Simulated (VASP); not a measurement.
WC: single point with PBE+D3(BJ)

The system is WC.

```
W C
1.0
    -3.04398   -5.13262   -0.10795
     4.47401   -2.51322    0.06456
     0.11635    0.05518    5.64682
W C
8 8
Direct
  0.73229 0.53521 0.00827
  0.75993 0.51052 0.48689
  0.52300 0.02334 0.99307
  0.49044 0.06026 0.49590
  0.26159 0.55905 0.97743
  0.25131 0.52739 0.48577
  0.99910 0.03920 0.97823
  0.00411 0.01416 0.46544
  0.49233 0.66021 0.24285
  0.52332 0.74210 0.73841
  0.24395 0.21468 0.21635
  0.27578 0.20603 0.74098
  0.98244 0.70434 0.24719
  0.98248 0.69652 0.75149
  0.75148 0.20593 0.25216
  0.72727 0.22008 0.74327
```

```
Program                : VASP 6.6.1
Task                   : single point
Functional             : PBE
Dispersion             : D3(BJ)
Potentials or basis    : VASP PAW PBE potentials, release 64 (W_sv, C)
Cutoff                 : 520 eV
k mesh                 : 2 × 2 × 2
Occupations            : fermi-dirac, width 0.17 eV
Spin                   : no spin polarisation
Dipole correction      : no
Further INCAR settings : LREAL = Auto; ALGO = Normal; EDIFF = 1e-06; NBANDS = 86
```

```json
{
  "Pressure": "-4.4 GPa",
  "Largest force": "4.433 eV/Å",
  "Band gap on the k mesh": "zero (band 72 reaches 11.00 eV, above the bottom of band 73 at 10.78 eV)",
  "Dispersion energy per atom": "-0.443 eV"
}
```

Forces on the atoms (eV/Å):
```
W   -1.162 -2.121 -3.716
W    3.742 -0.823  2.056
W    3.466  1.048  0.853
W   -2.872  0.832 -2.037
W   -1.508  3.432  0.224
W    1.227 -0.191 -0.157
W   -0.121 -0.089 -0.561
W    1.927 -1.296  3.726
C    1.803 -2.089  0.620
C   -2.008  2.689 -0.317
C   -1.032 -0.062  1.285
C    1.236  1.523  0.352
C   -1.550 -0.941 -1.335
C    0.068 -1.502 -0.909
C   -1.294  0.840 -1.007
C   -1.920 -1.250  0.922
```

Stress tensor (GPa, compression positive):
```
-11.51  -5.28  -5.07
 -5.28  -6.13  -5.59
 -5.07  -5.59   4.29
```

Levels at points of the mesh, in eV from the Fermi level:
```tsv
k point	band 70	band 71	band 72	band 73	band 74	band 75
(0.00, 0.00, 0.00)	-0.60	-0.44	-0.20	0.02	0.72	0.94
(0.50, 0.00, 0.00)	-0.86	-0.28	-0.09	0.54	0.65	0.67
(0.00, 0.50, 0.00)	-0.77	-0.21	-0.05	0.76	0.84	1.63
(0.50, 0.50, 0.00)	-1.54	-1.46	-1.20	1.22	1.47	1.55
(0.00, 0.00, 0.50)	-0.97	-0.09	0.05	0.07	0.32	0.52
(0.50, 0.00, 0.50)	-0.89	-0.86	-0.79	-0.17	0.19	0.53
(0.00, 0.50, 0.50)	-1.16	-1.07	-0.80	0.30	0.41	0.84
(0.50, 0.50, 0.50)	-1.53	-1.26	-1.05	0.44	0.87	0.96
```

Wall time 3.6 min on 1 thread of Intel(R) Xeon(R) 6975P-C (Granite Rapids) (shared host), peak memory 0.31 GiB.

Caveat: the k points lie up to 0.61 Å⁻¹ apart; spin-orbit coupling is left out, which moves the levels of the heavy elements; pairwise dispersion overbinds metals, which lowers pressure and volume; forces of over 1 eV/Å act on the atoms, so gaps and moduli don't describe the material at rest.
